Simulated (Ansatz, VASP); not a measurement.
One calculation of ZnPd3, two programs

INCAR

```
ALGO = Fast ; EDIFF = 1E-6
EDIFFG = -0.005 ; ENCUT = 600
IBRION = 2 ; ISIF = 3
ISMEAR = 0 ; LASPH = T
LCHARG = F ; LREAL = F
LWAVE = F ; NELM = 80
NSW = 100 ; PREC = Accurate
SIGMA = 0.1
```

The input KPOINTS:

```
k-points
0
Gamma
  12 12 12
```

Contents of POSCAR:

```
ZnPd3
1.0
    3.8067383477      0.0000000000      0.0000000000
    0.0000000000      3.8067383477      0.0000000000
    0.0000000000      0.0000000000      3.8067383477
Zn Pd
1 3
Direct
    0.0000000000      0.0000000000      0.0000000000
    0.0000000000      0.5000000000      0.5000000000
    0.5000000000      0.0000000000      0.5000000000
    0.5000000000      0.5000000000      0.0000000000
```

Input for Ansatz:

```yaml
crystal:
  lattice:
    - [3.8067383477, 0.0, 0.0]
    - [0.0, 3.8067383477, 0.0]
    - [0.0, 0.0, 3.8067383477]
  atoms:
    - { symbol: Zn, position: [0.0, 0.0, 0.0] }
    - { symbol: Pd, position: [0.0, 0.5, 0.5] }
    - { symbol: Pd, position: [0.5, 0.0, 0.5] }
    - { symbol: Pd, position: [0.5, 0.5, 0.0] }
basis:
  ecutwfc: 420
kpoints:
  mp_grid: { grid: [12, 12, 12] }
hamiltonian:
  xc: lda
scf:
  occupations: { method: gaussian, width: 0.1 }
output:
  forces: true
  stress: true
  eigenvalues: true
relax:
  adjacent_minimum: "off"
  f_tol: 0.005
  max_steps: 80
  cell: { stress_tol: 0.05 }
```

Alike in both runs: task relaxation of cell and atoms; functional LDA; k mesh 12 × 12 × 12; occupations gaussian, width 0.1 eV; no spin polarisation.

```csv
,VASP,Ansatz
version,VASP 6.6.1,Ansatz 0.2.0
potentials or method,"VASP PAW LDA potentials, release 64 (Zn, Pd), cutoff 600 eV","scalar-relativistic, plane waves, PAW"
valence electrons in the cell,42,66
```

|  | VASP | Ansatz | Ansatz less VASP |
| --- | --- | --- | --- |
| gap on the k mesh at the Fermi level, each at its own relaxed structure (eV) | none | none | - |
| relaxed volume (Å³/atom) | 13.83 | 13.79 | -0.039 |
| relaxed cell length with the largest relative difference (Å) | 3.810 | 3.807 | -0.0036 |

LDA's correlation is that of Perdew and Zunger in VASP and of Perdew and Wang (1992) in Ansatz. A gap of «none» marks a metal or a gap that the smearing closes. VASP's potentials hold 42 valence electrons a cell and Ansatz's 66, so a difference there can come from the potentials and not from the codes.
